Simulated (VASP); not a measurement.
**CdS: single point with PBEsol**

The system is CdS.

```
Cd S
1.0
     0.00688    2.69843    2.70022
     2.70914   -0.01498    2.72208
     2.68849    2.69964    0.00567
Cd S
1 1
Direct
  0.06113 0.98639 0.01621
  0.43887 0.51361 0.48379
```

This cell differs from its parent crystal: atoms moved at random and the cell strained at random.

* Program: VASP 6.6.1
* Task: single point
* Functional: PBEsol
* Potentials or basis: VASP PAW PBE potentials, release 64 (Cd, S)
* Cutoff: 520 eV
* k mesh: 12 × 12 × 12
* Occupations: gaussian, width 0.05 eV
* Spin: no spin polarisation
* Dipole correction: no
* Further INCAR settings: ALGO = Normal; EDIFF = 1e-06; NBANDS = 16

The pressure is 7.8 GPa. The largest force is 1.848 eV/Å. The band gap on the k mesh is 0.50 eV, indirect (least direct gap 1.39 eV).

Forces in eV/Å, atoms in the order of the input:
```
Cd   0.001 -1.824 -0.296
S   -0.001  1.824  0.296
```

Stress tensor (GPa, compression positive):
```
-0.80 -0.03 -0.36
-0.03 19.12 -3.07
-0.36 -3.07  5.10
```

Levels at points of the mesh, in eV from the valence-band top:
```
           k point  band 5  band 6  band 7  band 8  band 9  band 10  band 11  band 12  band 13  band 14
(0.00, 0.00, 0.00)   -7.68   -7.67   -0.63   -0.48   -0.30     1.09     8.16     8.38     9.13    10.68
(0.50, 0.00, 0.00)   -7.50   -7.47   -4.88   -0.20   -0.09     3.49     5.90     6.25     7.13    11.87
(0.00, 0.50, 0.00)   -7.55   -7.50   -5.24   -0.49   -0.22     3.81     6.36     6.48     7.35    11.80
(0.50, 0.50, 0.00)   -7.37   -6.64   -4.65   -2.21   -1.91     0.50     5.36    10.12    11.97    12.28
(0.00, 0.00, 0.50)   -7.55   -7.49   -5.16   -0.52   -0.26     3.68     6.27     6.39     7.31    11.78
(0.50, 0.00, 0.50)   -7.43   -6.69   -4.83   -2.26   -2.13     0.57     5.68    10.40    11.82    11.84
(0.00, 0.50, 0.50)   -7.37   -6.59   -4.50   -2.23   -1.88     0.52     5.19    10.06    11.80    12.69
(0.50, 0.50, 0.50)   -7.49   -7.47   -4.88   -0.19   -0.03     3.50     5.96     6.21     7.12    11.90
```

Run time: 15 min on 1 thread of Oxide Virtual Turin-like Processor, on a shared host, peak memory 0.57 GiB.

Caveat: the cell differs from its parent crystal (atoms moved at random and the cell strained at random); the PAW data sets were made with another functional, which shifts forces and pressure a little. A k mesh can miss the band edges.
